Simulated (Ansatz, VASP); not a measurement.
AlCu3 in VASP and in Ansatz

INCAR

```
  PREC = Accurate
  ENCUT = 520
  EDIFF = 1E-7
  ISMEAR = 0
  SIGMA = 0.15
  LREAL = False
  LASPH = True
  NELM = 80
  ALGO = Fast
  ISIF = 2
  LWAVE = False
  LCHARG = True
  GGA = CA
  LELF = True
  LVHAR = True
  NBANDS = 26
```

The input KPOINTS:

```
regular mesh
0
Gamma
  12 12 12
```

File POSCAR:

```
AlCu3
1.0
    3.5290891026      0.0000000000      0.0000000000
    0.0000000000      3.5290891026      0.0000000000
    0.0000000000      0.0000000000      3.5290891026
Al Cu
1 3
Direct
    0.0000000000      0.0000000000      0.0000000000
    0.5000000000      0.4839510768      0.0000000000
    0.5000000000      0.0000000000      0.5000000000
    0.0000000000      0.5160489232      0.5000000000
```

Input for Ansatz:

```yaml
crystal:
  lattice:
    - [3.5290891026, 0.0, 0.0]
    - [0.0, 3.5290891026, 0.0]
    - [0.0, 0.0, 3.5290891026]
  atoms:
    - { symbol: Al, position: [0.0, 0.0, 0.0] }
    - { symbol: Cu, position: [0.5, 0.4839510768, 0.0] }
    - { symbol: Cu, position: [0.5, 0.0, 0.5] }
    - { symbol: Cu, position: [0.0, 0.5160489232, 0.5] }
basis:
  ecutwfc: 520.0
kpoints:
  mp_grid: { grid: [12, 12, 12] }
hamiltonian:
  xc: lda
  pseudopotentials: { kind: paw, azcp: { folder: soft_1 } }
scf:
  occupations: { method: gaussian, width: 0.15 }
output:
  forces: true
  stress: true
  eigenvalues: true
```

Change from the starting cell: mode 5 frozen in at -0.058 Å, equal normal strain along x, y and z -0.0167.

Alike in both runs: task single point; functional LDA; k mesh 12 × 12 × 12; occupations gaussian, width 0.15 eV; no spin polarisation.

|  | VASP | Ansatz |
| --- | --- | --- |
| version | VASP 6.6.1 | Ansatz 0.2.0 |
| potentials or method | VASP PAW LDA potentials, release 64 (Al, Cu), cutoff 520 eV | scalar-relativistic, plane waves, PAW |
| valence electrons in the cell | 36 | 60 |

Ansatz gave:

```
gap on the k mesh at the Fermi level (eV) : none
pressure (GPa)                            : 9.8
rms of the force components (eV/Å)        : 0.190
```

Task: Which values does VASP return?

Result: gap on the k mesh at the Fermi level (eV): none; pressure (GPa): 10.4; rms of the force components (eV/Å): 0.192.

Ansatz warns that its potentials were made for another functional, while VASP's fit it. LDA's correlation is that of Perdew and Zunger in VASP and of Perdew and Wang (1992) in Ansatz. Atom by atom the forces differ by 0.002 eV/Å (rms over components). A gap of «none» marks a metal or a gap that the smearing closes. VASP's potentials hold 36 valence electrons a cell and Ansatz's 60, so a difference there can come from the potentials and not from the codes.
